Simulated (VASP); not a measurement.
# BeSH6 in VASP: further runs, part 2 of 2

VASP 6.6.1.

## Step 4: Single point, PBE

File INCAR:

```
SYSTEM = BeH6S
ALGO     = Normal         ! electronic algorithm
EDIFF    = 1E-6           ! SCF threshold, eV
ENCUT    = 910            ! plane-wave cutoff, eV
GGA      = PE             ! functional
GGA_COMPAT= .False.      
ISIF     = 2              ! what is computed and relaxed
ISMEAR   = 0              ! smearing method
LASPH    = .True.         ! aspherical terms in the spheres
LCHARG   = .False.        ! write CHGCAR
LREAL    = .False.        ! projectors in reciprocal space
LWAVE    = .False.        ! write WAVECAR
NBANDS   = 17             ! bands
NELM     = 120            ! most SCF steps
PREC     = Accurate       ! precision mode
SIGMA    = 0.05           ! smearing width, eV
```

File KPOINTS:

```
k-points
0
Gamma
  1 1 1
  0 0 0
```

File POSCAR:

```
BeH6S
1.0
   10.8000000000      0.0000000000      0.0000000000
    0.0000000000     11.1000000000      0.0000000000
    0.0000000000      0.0000000000     11.4000000000
Be S H
1 1 6
Direct
    0.4265904324      0.5714050939      0.4304884318
    0.5357829993      0.4651329317      0.5339977612
    0.5400286106      0.6154103464      0.3876052737
    0.3811812218      0.6156365007      0.5378026326
    0.3812870523      0.4611166462      0.3874854981
    0.4927468392      0.3819765316      0.6148940143
    0.6212346804      0.5071711583      0.6148060755
    0.6211481639      0.3821507912      0.4929203129
```

Potentials or basis: VASP PAW PBE potentials, release 64 (Be, S, H_h).

On the command line:

```sh
> cat potpaw_PBE.64/Be/POTCAR potpaw_PBE.64/S/POTCAR potpaw_PBE.64/H_h/POTCAR > POTCAR
> mpirun -np 1 vasp_gam > vasp.out
```

OUTCAR:

```text
SYSTEM = BeH6S
   EDIFF = 1E-6
   ENCUT = 910
   GGA = PE
   ISIF = 2
   ISMEAR = 0
   LASPH = .True.
   LREAL = .False.
   NELM = 120
   PREC = Accurate

 ion  position               nearest neighbor table
   1  0.427  0.571  0.430-   4 1.41   5 1.41   3 1.41   2 2.04
   2  0.536  0.465  0.534-   8 1.38   7 1.38   6 1.39   1 2.04
   3  0.540  0.615  0.388-   1 1.41
   4  0.381  0.616  0.538-   1 1.41
   5  0.381  0.461  0.387-   1 1.41
   6  0.493  0.382  0.615-   2 1.39
   7  0.621  0.507  0.615-   2 1.38
   8  0.621  0.382  0.493-   2 1.38

  LATTYP: Found a simple orthorhombic cell.
 ALAT       =    10.8000000000
 B/A-ratio  =     1.0277777778
 C/A-ratio  =     1.0555555556

  Lattice vectors:

 A1 = (  10.8000000000,   0.0000000000,   0.0000000000)
 A2 = (   0.0000000000,  11.1000000000,   0.0000000000)
 A3 = (   0.0000000000,   0.0000000000,  11.4000000000)

Analysis of symmetry for initial positions (statically):
=====================================================================
 Subroutine PRICEL returns:
 Original cell was already a primitive cell.

 Routine SETGRP: Setting up the symmetry group for a
 simple orthorhombic supercell.

 Subroutine GETGRP returns: Found  1 space group operations
 (whereof  1 operations were pure point group operations)
 out of a pool of  8 trial point group operations.

The static configuration has the point symmetry C_1 .

Analysis of symmetry for dynamics (positions and initial velocities):
=====================================================================
 Subroutine PRICEL returns:
 Original cell was already a primitive cell.

 Routine SETGRP: Setting up the symmetry group for a
 simple orthorhombic supercell.

 Subroutine GETGRP returns: Found  1 space group operations
 (whereof  1 operations were pure point group operations)
 out of a pool of  8 trial point group operations.

The dynamic configuration has the point symmetry C_1 .

 Subroutine INISYM returns: Found  1 space group operations
 (whereof  1 operations are pure point group operations),
 and found     1 'primitive' translations

----------------------------------------------------------------------------------------

                                     Primitive cell

  volume of cell :    1366.6320

  direct lattice vectors                    reciprocal lattice vectors
    10.800000000  0.000000000  0.000000000     0.092592593  0.000000000  0.000000000
     0.000000000 11.100000000  0.000000000     0.000000000  0.090090090  0.000000000
     0.000000000  0.000000000 11.400000000     0.000000000  0.000000000  0.087719298

  length of vectors
    10.800000000 11.100000000 11.400000000     0.092592593  0.090090090  0.087719298

  position of ions in fractional coordinates (direct lattice)
     0.426590432  0.571405094  0.430488432
     0.535782999  0.465132932  0.533997761
     0.540028611  0.615410346  0.387605274
     0.381181222  0.615636501  0.537802633
     0.381287052  0.461116646  0.387485498
     0.492746839  0.381976532  0.614894014
     0.621234680  0.507171158  0.614806075
     0.621148164  0.382150791  0.492920313

  ion indices of the primitive-cell ions
   primitive index   ion index
                 1           1
                 2           2
                 3           3
                 4           4
                 5           5
                 6           6
                 7           7
                 8           8

----------------------------------------------------------------------------------------

 KPOINTS: k-points

Automatic generation of k-mesh.
 Grid dimensions read from file:
 generate k-points for:    1    1    1

 Generating k-lattice:

  Cartesian coordinates                     Fractional coordinates (reciprocal lattice)
     0.092592593  0.000000000  0.000000000     1.000000000  0.000000000  0.000000000
     0.000000000  0.090090090  0.000000000     0.000000000  1.000000000  0.000000000
     0.000000000  0.000000000  0.087719298     0.000000000  0.000000000  1.000000000

  Length of vectors
     0.092592593  0.090090090  0.087719298

  Shift w.r.t. Gamma in fractional coordinates (k-lattice)
     0.000000000  0.000000000  0.000000000

 Subroutine IBZKPT returns following result:
 ===========================================

 Found      1 irreducible k-points:

 Following reciprocal coordinates:
            Coordinates               Weight
  0.000000  0.000000  0.000000      1.000000
   k-points           NKPTS =      1   k-points in BZ     NKDIM =      1   number of bands    NBANDS=     17
   number of dos      NEDOS =    301   number of ions     NIONS =      8
   total plane-waves  NPLWV = ******
   dimension x,y,z NGX =   108 NGY =  112 NGZ =  112
   dimension x,y,z NGXF=   216 NGYF=  224 NGZF=  224
   ions per type =               1   1   6
   NGX,Y,Z   is equivalent  to a cutoff of  16.62, 16.77, 16.33 a.u.
   NGXF,Y,Z  is equivalent  to a cutoff of  33.25, 33.55, 32.67 a.u.
 SYSTEM =  BeH6S
   PREC   = accura    normal or accurate (medium, high low for compatibility)
   ISTART =      0    job   : 0-new  1-cont  2-samecut
   ICHARG =      2    charge: 1-file 2-atom 10-const
   ISPIN  =      1    spin polarized calculation?
   LNONCOLLINEAR =      F non collinear calculations
   LSORBIT =      F    spin-orbit coupling
   LASPH  =      T    aspherical Exc in radial PAW
   ENCUT  =  910.0 eV  66.88 Ry    8.18 a.u.  26.56 27.30 28.04*2*pi/ulx,y,z
   NELM   =    120;   NELMIN=  2; NELMDL= -5     # of ELM steps
   EDIFF  = 0.1E-05   stopping-criterion for ELM
   LREAL  =      F    real-space projection
   EDIFFG = 0.1E-04   stopping-criterion for IOM
   NSW    =      0    number of steps for IOM
   IBRION =     -1    ionic relax: 0-MD 1-quasi-New 2-CG
   NFREE  =      0    steps in history (QN), initial steepest desc. (CG)
   ISIF   =      2    stress and relaxation
   ISYM   =      2    0-nonsym 1-usesym 2-fastsym
   POTIM  = 0.5000    time-step for ionic-motion
   TEBEG  =    0.0;   TEEND  =   0.0 temperature during run
   PSTRESS=    0.0 pullay stress
   NELECT =      14.0000    total number of electrons
   NUPDOWN=      -1.0000    fix difference up-down
   EMIN   =  10.00;   EMAX   =-10.00  energy-range for DOS
   EFERMI =   0.00;   METHOD = LEGACY
   ISMEAR =     0;   SIGMA  =   0.05  broadening in eV -4-tet -1-fermi 0-gaus
   EFERMI_NEDOS =   21; number of points for ismear=-14 and -15
   IALGO  =     38    algorithm
   IMIX   =      4    mixing-type and parameters
     AMIX     =   0.40;   BMIX     =  1.00
     AMIX_MAG =   1.60;   BMIX_MAG =  1.00
  volume/ion in A,a.u.               =     170.83      1152.81
  Fermi-wavevector in a.u.,A,eV,Ry     =   0.355550  0.671892  1.719988  0.126416
  Thomas-Fermi vector in A             =   1.271464
   LORBIT       =      0    0 simple, 1 ext, 2 COOP (PROOUT), +10 PAW based schemes
   GGA     = PE    functional components
   LHFCALC =     F    Hartree Fock is set to
   AEXX    =    0.0000 exact exchange contribution
   IVDW    =     0    specifies the selected vdW correction
   LEPSILON=     F    determine dielectric tensor
   LRPA    =     F    only Hartree local field effects (RPA)
 non-spin polarized calculation
 Gauss-broadening in eV      SIGMA  =   0.05
  energy-cutoff  :      910.00
  volume of cell :     1366.63
 maximum number of plane-waves:     42594
 NGX is ok and might be reduce to   108
   NGX = 53   NGY = 55   NGZ = 57

 number of electron      14.0000000 magnetization

 Free energy of the ion-electron system (eV)
  ---------------------------------------------------
  ext. energy  EPLUGINS =         0.00000000
  ---------------------------------------------------
  free energy    TOTEN  =       -24.72314047 eV

  energy without entropy =      -24.72314047  energy(sigma->0) =      -24.72314047

 E-fermi :  -5.6815     XC(G=0):  -1.0116

 val. band max:       -5.9347889784   @ k =   0.0000   0.0000   0.0000
 cond. band min:      -1.6726448660   @ k =   0.0000   0.0000   0.0000
 fundamental gap:      4.2621441124
 Fermi energy:        -5.6815184001

 k-point     1 :       0.0000    0.0000    0.0000
  band No.  band energies     occupation
      1     -21.3751      2.00000
      2     -12.5514      2.00000
      3     -12.5506      2.00000
      4     -12.0615      2.00000
      5      -6.3213      2.00000
      6      -5.9351      2.00000
[... 9 lines left out ...]
     16       1.0020      0.00000
     17       1.2123      0.00000

------------------------ aborting loop because EDIFF is reached ----------------------------------------

  FORCE on cell =-STRESS in cart. coord.  units (eV):
  Direction    XX          YY          ZZ          XY          YZ          ZX
  --------------------------------------------------------------------------------------
  -------------------------------------------------------------------------------------
  Total       -0.1331231     -0.1376026     -0.1423419     -0.0677846     -0.0605771      0.0641757
  in kB       -0.1560675     -0.1613191     -0.1668752     -0.0794675     -0.0710178      0.0752366
  external PRESSURE =      -0.1614206 kB  Pullay stress =       0.0000000 kB

 VOLUME and BASIS-vectors are now :
 -----------------------------------------------------------------------------
  energy-cutoff  :      910.00
  volume of cell :     1366.63
      direct lattice vectors                 reciprocal lattice vectors
    10.800000000  0.000000000  0.000000000     0.092592593  0.000000000  0.000000000
     0.000000000 11.100000000  0.000000000     0.000000000  0.090090090  0.000000000
     0.000000000  0.000000000 11.400000000     0.000000000  0.000000000  0.087719298

 POSITION                                       TOTAL-FORCE (eV/Angst)
 -----------------------------------------------------------------------------------
      4.60718      6.34260      4.90757        -0.019645      0.017904     -0.016385
      5.78646      5.16298      6.08757         0.102443     -0.097912      0.093089
      5.83231      6.83105      4.41870         0.004005      0.012689     -0.011815
      4.11676      6.83357      6.13095        -0.016156      0.015214      0.003088
      4.11790      5.11839      4.41733        -0.014826     -0.003375     -0.012990
      5.32167      4.23994      7.00979         0.036820      0.045472     -0.045193
      6.70933      5.62960      7.00879        -0.046152     -0.036356     -0.045746
      6.70840      4.24187      5.61929        -0.046490      0.046366      0.035951
 -----------------------------------------------------------------------------------
    total drift:                                0.000069     -0.000098     -0.000039

  FREE ENERGIE OF THE ION-ELECTRON SYSTEM (eV)
  ---------------------------------------------------
  free  energy   TOTEN  =       -24.7231404697 eV

  energy  without entropy=      -24.7231404697  energy(sigma->0) =      -24.72314047
```

Wall time 4.5 min (1 thread of AMD EPYC 7R13 (Zen 3), shared host); peak memory 1.9 GiB.

What came out:

```yaml
Free_energy: -24.7231 eV
Largest_force: 0.170 eV/Å
Gap_between_the_frontier_levels: 4.26 eV
```

Forces in eV/Å, atoms in the order of the input:
```
Be  -0.020  0.018 -0.016
S    0.102 -0.098  0.093
H    0.004  0.013 -0.012
H   -0.016  0.015  0.003
H   -0.015 -0.003 -0.013
H    0.037  0.045 -0.045
H   -0.046 -0.036 -0.046
H   -0.046  0.046  0.036
```

## Step 5: Summary

| task | potentials or basis | cell | cutoff (eV) | second run | gap on the mesh (eV) | largest force (eV/Å) |
| --- | --- | --- | --- | --- | --- | --- |
| single point | VASP PAW PBE potentials, release 64 (Be, S, H) | as given | 520 | - | 4.26 | 0.16 |
| relaxation of the atoms | VASP PAW PBE potentials, release 64 (Be, S, H) | atoms relaxed | 520 | - | 4.19 | 0.02 |
| single point | VASP PAW PBE potentials, release 64 (Be, S, H_h) | as given | 910 | hard_potentials | 4.26 | 0.17 |

Alike in all rows: level PBE; no spin polarisation; k mesh 1 × 1 × 1; smearing gaussian 0.05 eV.

Absolute energies hang on the potentials; compare differences alone.
